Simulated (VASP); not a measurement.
# MgF2 (P4_2/mnm) in VASP: single point with PBEsol

Aim: the single point of MgF2 with PBEsol.

Program: VASP 6.6.1. These are calculated values, not measurements. Logs are shortened: lines on timing, memory, paths and dates and some standing lists are left out, and cuts for length are marked.

## (1) The cell of the first run

The structure is tetragonal, space group P4_2/mnm (No. 136). Conventional cell: a = 4.638 Å, b = 4.638 Å, c = 3.063 Å, α = 90.00°, β = 90.00°, γ = 90.00°. Mg (site symmetry mmm) has 6 F at 1.99 to 2.00 Å within 2.6 Å. Within 2.6 Å of F (site symmetry m2m) lie 3 Mg at 1.99 to 2.00 Å and 1 F at 2.58 Å.

## (2) Single point, PBEsol

INCAR

```
PREC = Accurate
ENCUT = 840
EDIFF = 1E-6
ISMEAR = 0
SIGMA = 0.02
LREAL = F
LASPH = T
NELM = 120
ALGO = Normal
ISIF = 2
LWAVE = F
LCHARG = F
GGA = PS
NBANDS = 33
GGA_COMPAT = F
```

KPOINTS

```
Automatic mesh
0
Gamma
  6 6 8
```

POSCAR

```
MgF2
1.0
    4.6382900969      0.0000000000      0.0000000000
    0.0000000000      4.6382900969      0.0000000000
    0.0000000000      0.0000000000      3.0625603088
Mg F
2 4
Direct
    0.0000000000      0.0000000000      0.0000000000
    0.5000000000      0.5000000000      0.5000000000
    0.3033942654      0.3033942654      0.0000000000
    0.1966057346      0.8033942654      0.5000000000
    0.6966057346      0.6966057346      0.0000000000
    0.8033942654      0.1966057346      0.5000000000
```

Potentials or basis: VASP PAW PBE potentials, release 64 (Mg_sv, F).

Launch:

```
$ cat potpaw_PBE.64/Mg_sv/POTCAR potpaw_PBE.64/F/POTCAR > POTCAR
$ mpirun -np 1 vasp_std > vasp.out
```

OUTCAR:

```text
PREC = Accurate
   ENCUT = 840
   EDIFF = 1E-6
   ISMEAR = 0
   LREAL = F
   LASPH = T
   NELM = 120
   ISIF = 2
   GGA = PS

 ion  position               nearest neighbor table
   1  0.000  0.000  0.000-   3 1.99   5 1.99   4 2.00   6 2.00   4 2.00   6 2.00
   2  0.500  0.500  0.500-   4 1.99   6 1.99   5 2.00   3 2.00   3 2.00   5 2.00
   3  0.303  0.303  0.000-   1 1.99   2 2.00   2 2.00
   4  0.197  0.803  0.500-   2 1.99   1 2.00   1 2.00
   5  0.697  0.697  0.000-   1 1.99   2 2.00   2 2.00
   6  0.803  0.197  0.500-   2 1.99   1 2.00   1 2.00

  LATTYP: Found a simple tetragonal cell.
 ALAT       =     4.6382900969
 C/A-ratio  =     0.6602778707

  Lattice vectors:

 A1 = (   4.6382900969,   0.0000000000,   0.0000000000)
 A2 = (   0.0000000000,   4.6382900969,   0.0000000000)
 A3 = (   0.0000000000,   0.0000000000,   3.0625603088)

Analysis of symmetry for initial positions (statically):
=====================================================================
 Subroutine PRICEL returns:
 Original cell was already a primitive cell.

 Routine SETGRP: Setting up the symmetry group for a
 simple tetragonal supercell.

 Subroutine GETGRP returns: Found 16 space group operations
 (whereof  8 operations were pure point group operations)
 out of a pool of 16 trial point group operations.

The static configuration has the point symmetry D_2h.
 The point group associated with its full space group is D_4h.

Analysis of symmetry for dynamics (positions and initial velocities):
=====================================================================
 Subroutine PRICEL returns:
 Original cell was already a primitive cell.

 Routine SETGRP: Setting up the symmetry group for a
 simple tetragonal supercell.

 Subroutine GETGRP returns: Found 16 space group operations
 (whereof  8 operations were pure point group operations)
 out of a pool of 16 trial point group operations.

The dynamic configuration has the point symmetry D_2h.
 The point group associated with its full space group is D_4h.

 Subroutine INISYM returns: Found 16 space group operations
 (whereof  8 operations are pure point group operations),
 and found     1 'primitive' translations

----------------------------------------------------------------------------------------

                                     Primitive cell

  volume of cell :      65.8871

  direct lattice vectors                    reciprocal lattice vectors
     4.638290097  0.000000000  0.000000000     0.215596692  0.000000000  0.000000000
     0.000000000  4.638290097  0.000000000     0.000000000  0.215596692  0.000000000
     0.000000000  0.000000000  3.062560309     0.000000000  0.000000000  0.326524182

  length of vectors
     4.638290097  4.638290097  3.062560309     0.215596692  0.215596692  0.326524182

  position of ions in fractional coordinates (direct lattice)
     0.000000000  0.000000000  0.000000000
     0.500000000  0.500000000  0.500000000
     0.303394265  0.303394265  0.000000000
     0.196605735  0.803394265  0.500000000
     0.696605735  0.696605735  0.000000000
     0.803394265  0.196605735  0.500000000

  ion indices of the primitive-cell ions
   primitive index   ion index
                 1           1
                 2           2
                 3           3
                 4           4
                 5           5
                 6           6

----------------------------------------------------------------------------------------

 KPOINTS: Automatic mesh

Automatic generation of k-mesh.
 Grid dimensions read from file:
 generate k-points for:    6    6    8

 Generating k-lattice:

  Cartesian coordinates                     Fractional coordinates (reciprocal lattice)
     0.035932782  0.000000000  0.000000000     0.166666667  0.000000000  0.000000000
     0.000000000  0.035932782  0.000000000     0.000000000  0.166666667  0.000000000
     0.000000000  0.000000000  0.040815523     0.000000000  0.000000000  0.125000000

  Length of vectors
     0.035932782  0.035932782  0.040815523

  Shift w.r.t. Gamma in fractional coordinates (k-lattice)
     0.000000000  0.000000000  0.000000000

 Subroutine IBZKPT returns following result:
 ===========================================

 Found     50 irreducible k-points:

 Following reciprocal coordinates:
            Coordinates               Weight
  0.000000  0.000000  0.000000      1.000000
  0.166667  0.000000  0.000000      4.000000
  0.333333  0.000000  0.000000      4.000000
  0.500000  0.000000  0.000000      2.000000
  0.166667  0.166667  0.000000      4.000000
  0.333333  0.166667  0.000000      8.000000
[... 16 lines left out ...]
  0.333333  0.000000  0.250000      8.000000
  0.500000  0.000000  0.250000      4.000000
 [... further k-points ...]
   k-points           NKPTS =     50   k-points in BZ     NKDIM =     50   number of bands    NBANDS=     33
   number of dos      NEDOS =    301   number of ions     NIONS =      6
   total plane-waves  NPLWV =  69120
   dimension x,y,z NGX =    48 NGY =   48 NGZ =   30
   dimension x,y,z NGXF=    96 NGYF=   96 NGZF=   60
   ions per type =               2   4
   NGX,Y,Z   is equivalent  to a cutoff of  17.20, 17.20, 16.28 a.u.
   NGXF,Y,Z  is equivalent  to a cutoff of  34.41, 34.41, 32.57 a.u.
 SYSTEM =  unknown system
   PREC   = accura    normal or accurate (medium, high low for compatibility)
   ISTART =      0    job   : 0-new  1-cont  2-samecut
   ICHARG =      2    charge: 1-file 2-atom 10-const
   ISPIN  =      1    spin polarized calculation?
   LNONCOLLINEAR =      F non collinear calculations
   LSORBIT =      F    spin-orbit coupling
   LASPH  =      T    aspherical Exc in radial PAW
   ENCUT  =  840.0 eV  61.74 Ry    7.86 a.u.  10.96 10.96  7.24*2*pi/ulx,y,z
   NELM   =    120;   NELMIN=  2; NELMDL= -5     # of ELM steps
   EDIFF  = 0.1E-05   stopping-criterion for ELM
   LREAL  =      F    real-space projection
[... 7 lines left out ...]
   TEBEG  =    0.0;   TEEND  =   0.0 temperature during run
   PSTRESS=    0.0 pullay stress
   NELECT =      48.0000    total number of electrons
   NUPDOWN=      -1.0000    fix difference up-down
   EMIN   =  10.00;   EMAX   =-10.00  energy-range for DOS
   EFERMI =   0.00;   METHOD = LEGACY
   ISMEAR =     0;   SIGMA  =   0.02  broadening in eV -4-tet -1-fermi 0-gaus
   EFERMI_NEDOS =   21; number of points for ismear=-14 and -15
   IALGO  =     38    algorithm
   IMIX   =      4    mixing-type and parameters
     AMIX     =   0.40;   BMIX     =  1.00
     AMIX_MAG =   1.60;   BMIX_MAG =  1.00
  volume/ion in A,a.u.               =      10.98        74.10
  Fermi-wavevector in a.u.,A,eV,Ry     =   1.473064  2.783688 29.523540  2.169919
  Thomas-Fermi vector in A             =   2.588003
   LORBIT       =      0    0 simple, 1 ext, 2 COOP (PROOUT), +10 PAW based schemes
   GGA     = PS    functional components
   LHFCALC =     F    Hartree Fock is set to
   AEXX    =    0.0000 exact exchange contribution
   IVDW    =     0    specifies the selected vdW correction
   LEPSILON=     F    determine dielectric tensor
   LRPA    =     F    only Hartree local field effects (RPA)
 non-spin polarized calculation
 Gauss-broadening in eV      SIGMA  =   0.02
  energy-cutoff  :      840.00
  volume of cell :       65.89
 maximum number of plane-waves:      3672
 NGX is ok and might be reduce to    48
   NGX = 21   NGY = 21   NGZ = 15

 number of electron      48.0000010 magnetization

 Free energy of the ion-electron system (eV)
  ---------------------------------------------------
  ext. energy  EPLUGINS =         0.00000000
  ---------------------------------------------------
  free energy    TOTEN  =       -32.52475962 eV

  energy without entropy =      -32.52475962  energy(sigma->0) =      -32.52475962

 E-fermi :  -1.1579     XC(G=0): -10.1105

 val. band max:       -1.5176925994   @ k =   0.0000   0.0000   0.0000
 cond. band min:       5.3596409825   @ k =   0.0000   0.0000   0.0000
 fundamental gap:      6.8773335819
 Fermi energy:        -1.1578723533

 k-point     1 :       0.0000    0.0000    0.0000
  band No.  band energies     occupation
      1     -71.9550      2.00000
      2     -71.9538      2.00000
      3     -38.9324      2.00000
      4     -38.9324      2.00000
      5     -38.9070      2.00000
      6     -38.9070      2.00000
[... 25 lines left out ...]
     32      16.7102      0.00000
     33      16.7102      0.00000

 k-point     2 :       0.1667    0.0000    0.0000
  band No.  band energies     occupation
      1     -71.9549      2.00000
      2     -71.9539      2.00000
      3     -38.9318      2.00000
      4     -38.9317      2.00000
      5     -38.9078      2.00000
      6     -38.9078      2.00000
[... 25 lines left out ...]
     32      16.4474      0.00000
     33      16.8235      0.00000

 k-point     3 :       0.3333    0.0000    0.0000
  band No.  band energies     occupation
      1     -71.9547      2.00000
      2     -71.9541      2.00000
      3     -38.9302      2.00000
      4     -38.9301      2.00000
      5     -38.9095      2.00000
      6     -38.9094      2.00000
[... 25 lines left out ...]
     32      16.1228      0.00000
     33      16.6172      0.00000

 k-point     4 :       0.5000    0.0000    0.0000
  band No.  band energies     occupation
      1     -71.9544      2.00000
      2     -71.9544      2.00000
      3     -38.9292      2.00000
      4     -38.9292      2.00000
      5     -38.9104      2.00000
      6     -38.9104      2.00000
[... 673 lines left out ...]
     32      15.6943      0.00000
     33      16.2219      0.00000

 k-point    23 :       0.3333    0.0000    0.2500
  band No.  band energies     occupation
      1     -71.9535      2.00000
      2     -71.9531      2.00000
      3     -38.9274      2.00000
      4     -38.9252      2.00000
      5     -38.9242      2.00000
      6     -38.9230      2.00000
[... 25 lines left out ...]
     32      14.9342      0.00000
     33      15.4389      0.00000

 k-point    24 :       0.5000    0.0000    0.2500
  band No.  band energies     occupation
      1     -71.9533      2.00000
      2     -71.9533      2.00000
      3     -38.9266      2.00000
      4     -38.9266      2.00000
      5     -38.9232      2.00000
      6     -38.9232      2.00000
[... 25 lines left out ...]
     32      14.4061      0.00000
     33      15.9607      0.00000

 [... further k-points ...]

------------------------ aborting loop because EDIFF is reached ----------------------------------------

  FORCE on cell =-STRESS in cart. coord.  units (eV):
  Direction    XX          YY          ZZ          XY          YZ          ZX
  --------------------------------------------------------------------------------------
  -------------------------------------------------------------------------------------
  Total        0.0254437      0.0254437      0.0912373      0.0000000      0.0000000      0.0000000
  in kB        0.6187148      0.6187148      2.2186179      0.0000000      0.0000000      0.0000000
  external PRESSURE =       1.1520158 kB  Pullay stress =       0.0000000 kB

 VOLUME and BASIS-vectors are now :
 -----------------------------------------------------------------------------
  energy-cutoff  :      840.00
  volume of cell :       65.89
      direct lattice vectors                 reciprocal lattice vectors
     4.638290097  0.000000000  0.000000000     0.215596692  0.000000000  0.000000000
     0.000000000  4.638290097  0.000000000     0.000000000  0.215596692  0.000000000
     0.000000000  0.000000000  3.062560309     0.000000000  0.000000000  0.326524182

 POSITION                                       TOTAL-FORCE (eV/Angst)
 -----------------------------------------------------------------------------------
      0.00000      0.00000      0.00000         0.000000      0.000000     -0.000000
      2.31915      2.31915      1.53128         0.000000      0.000000     -0.000000
      1.40723      1.40723      0.00000        -0.006282     -0.006282     -0.000000
      0.91191      3.72638      1.53128         0.006282     -0.006282     -0.000000
      3.23106      3.23106      0.00000         0.006282      0.006282      0.000000
      3.72638      0.91191      1.53128        -0.006282      0.006282     -0.000000
 -----------------------------------------------------------------------------------
    total drift:                                0.000000      0.000000      0.000000

  FREE ENERGIE OF THE ION-ELECTRON SYSTEM (eV)
  ---------------------------------------------------
  free  energy   TOTEN  =       -32.5247596153 eV

  energy  without entropy=      -32.5247596153  energy(sigma->0) =      -32.52475962
```

Run time: 3.2 min. Hardware: 1 thread of Intel Xeon Platinum 8375C at 2.90GHz (Ice Lake), shared host; peak memory 0.34 GiB.

What came out:

```yaml
Free_energy: -32.5248 eV
Pressure: 0.1 GPa
Largest_force: 0.009 eV/Å
Band_gap_on_the_k_mesh: 6.88 eV
```

Forces on the atoms (eV/Å):
```
Mg   0.000  0.000  0.000
Mg   0.000  0.000  0.000
F   -0.006 -0.006  0.000
F    0.006 -0.006  0.000
F    0.006  0.006  0.000
F   -0.006  0.006  0.000
```

Stress tensor (GPa, compression positive):
```
0.06 0.00 0.00
0.00 0.06 0.00
0.00 0.00 0.22
```

Levels at points of the mesh, in eV from the valence-band top:
| k point | band 20 | band 21 | band 22 | band 23 | band 24 | band 25 | band 26 | band 27 | band 28 | band 29 |
| --- | --- | --- | --- | --- | --- | --- | --- | --- | --- | --- |
| (0.00, 0.00, 0.00) | -1.23 | -0.73 | -0.32 | -0.32 | 0.00 | 6.88 | 12.00 | 12.00 | 13.49 | 14.19 |
| (0.50, 0.00, 0.00) | -1.37 | -0.98 | -0.98 | -0.38 | -0.38 | 9.28 | 9.28 | 13.25 | 13.25 | 15.30 |
| (0.50, 0.50, 0.00) | -1.28 | -0.94 | -0.94 | -0.77 | -0.77 | 10.99 | 10.99 | 11.06 | 11.06 | 17.18 |
| (0.00, 0.00, 0.50) | -1.42 | -1.15 | -1.15 | -0.85 | -0.85 | 11.60 | 11.60 | 14.68 | 14.68 | 15.19 |
| (0.50, 0.00, 0.50) | -1.36 | -0.73 | -0.73 | -0.66 | -0.66 | 12.49 | 12.49 | 13.23 | 13.23 | 15.54 |
| (0.50, 0.50, 0.50) | -1.39 | -0.60 | -0.60 | -0.48 | -0.48 | 13.08 | 13.08 | 13.08 | 13.08 | 14.35 |

Caveat: the PAW data sets were made with another functional, which shifts forces and pressure a little. A k mesh can miss the band edges.
